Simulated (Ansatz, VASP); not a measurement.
## Two plane-wave programs on P

```xyz
2
Lattice="-1.6238 2.4146 1.8589 1.6238 -2.4146 1.8589 1.6238 2.4146 -1.8589" Properties=species:S:1:pos:R:3 pbc="T T T"
P     0.0000    3.6218    0.1982
P     1.6238   -1.2073    1.6607
```

Change from the starting cell: strain -0.040 along x and y, +0.000 along z, atoms carried along.

Alike in both runs: task single point; functional PBEsol; k mesh 18 × 18 × 18; occupations gaussian, width 0.15 eV; no spin polarisation.

|  | VASP | Ansatz |
| --- | --- | --- |
| version | VASP 6.6.1 | Ansatz 0.2.0 |
| potentials or method | VASP PAW PBE potentials, release 64 (P), cutoff 520 eV | scalar-relativistic, plane waves, PAW |
| valence electrons in the cell | 10 | 10 |

VASP gave:

```
gap on the k mesh at the Fermi level (eV)                     : none
pressure (GPa)                                                : 9.1
traceless stress, the component that is largest in VASP (GPa) : -4.53
rms of the force components (eV/Å)                            : 0.504
```

What did Ansatz give for the same quantities?

gap on the k mesh at the Fermi level (eV): none; pressure (GPa): 9.0; traceless stress, the component that is largest in VASP (GPa): -4.44; rms of the force components (eV/Å): 0.528.

VASP's potentials were made for PBE, not for PBEsol. Atom by atom the forces differ by 0.024 eV/Å (rms over components). A gap of «none» marks a metal or a gap that the smearing closes. The functional is the same, so the differences come from potentials, cutoffs and numerics.
